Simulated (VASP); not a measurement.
MoS2, 9 atoms in the cell. The cell holds a slab with vacuum, 9 atoms: a = 3.141 Å, b = 3.141 Å, c = 28.014 Å, α = 90.00°, β = 90.00°, γ = 120.00°.  This cell differs from its parent crystal: all S atoms moved +0.075 Å, as atom 4 towards its neighbour atom 7 (S) at 3.119 Å.

- Program: VASP 6.6.1
- Task: single point
- Functional: PBEsol
- Potentials or basis: VASP PAW PBE potentials, release 64 (Mo_sv, S)
- Cutoff: 520 eV
- k mesh: 12 × 12 × 1
- Occupations: gaussian, width 0.05 eV
- Spin: no spin polarisation
- Dipole correction: no
- Further INCAR settings: ALGO = Normal; EDIFF = 1e-06; NBANDS = 49

Potentials or basis: VASP PAW PBE potentials, release 64 (Mo_sv, S).

Launch:

```bash
$ cat potpaw_PBE.64/Mo_sv/POTCAR potpaw_PBE.64/S/POTCAR > POTCAR
$ mpirun -np 1 vasp_std > vasp.out
```

Hardware: 1 thread of AMD EPYC 7R43 64-Core Processor (Zen 3), on a shared host.

Problem. How long does it take, and how much memory?

Solution. It took 11 min on 1 thread of AMD EPYC 7R43 64-Core Processor (Zen 3), with other jobs on the host, peak memory 0.38 GiB. Counts: scf iterations 24, k points 19.
